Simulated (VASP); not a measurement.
Write the native input for VASP 6.6.1 that does the following.

```yaml
Task: single point
Functional: PBEsol
Potentials_or_basis: VASP PAW PBE potentials, release 64 (Mo_sv, S)
Cutoff: 520 eV
k_mesh: 12 × 12 × 4
Occupations: methfessel-paxton, width 0.107 eV
Spin: no spin polarisation
Dipole_correction: no
Further_INCAR_settings: ALGO = Normal; EDIFF = 1e-07; NBANDS = 35
```

The structure of MoS2 lies in POSCAR:

```
MoS2
1.0
    3.0260559067      0.0000000000      0.0000000000
   -1.5130279534      2.6206412884      0.0000000000
    0.0000000000      0.0000000000     14.5244631409
Mo S
2 4
Direct
    0.3333333333      0.6666666667      0.2500000000
    0.6666666667      0.3333333333      0.7500000000
    0.3333333333      0.6666666667      0.6259932117
    0.6666666667      0.3333333333      0.1259932117
    0.3333333333      0.6666666667      0.8740067883
    0.6666666667      0.3333333333      0.3740067883
```

These files were run (other wordings do the same):

INCAR

```
PREC = Accurate ; ENCUT = 520
EDIFF = 1E-7 ; ISMEAR = 1
SIGMA = 0.107 ; LREAL = F
LASPH = T ; NELM = 60
ALGO = Normal ; ISIF = 2
LWAVE = F ; LCHARG = F
GGA = PS ; NBANDS = 35
```

KPOINTS

```
regular mesh
0
Gamma
  12 12 4
```

Potentials or basis: VASP PAW PBE potentials, release 64 (Mo_sv, S).

Run with:

```console
$ cat potpaw_PBE.64/Mo_sv/POTCAR potpaw_PBE.64/S/POTCAR > POTCAR
$ mpirun -np 1 vasp_std > vasp.out
```

It gave:

```json
{
  "Pressure": "-9.7 GPa",
  "Largest force": "2.989 eV/Å",
  "Band gap on the k mesh": "0.74 eV (least direct gap 1.24 eV)"
}
```

Caveat: the stress differs along the axes, from -31 to 1 GPa; the PAW data sets were made with another functional, which shifts forces and pressure a little; this functional lacks dispersion, which binds layers or chains, so the pressure and a relaxed spacing across them are unreliable.

Run time: 110 s on 1 thread of AMD EPYC 9R45 96-Core Processor (Zen 5) (shared host), peak memory 0.32 GiB.
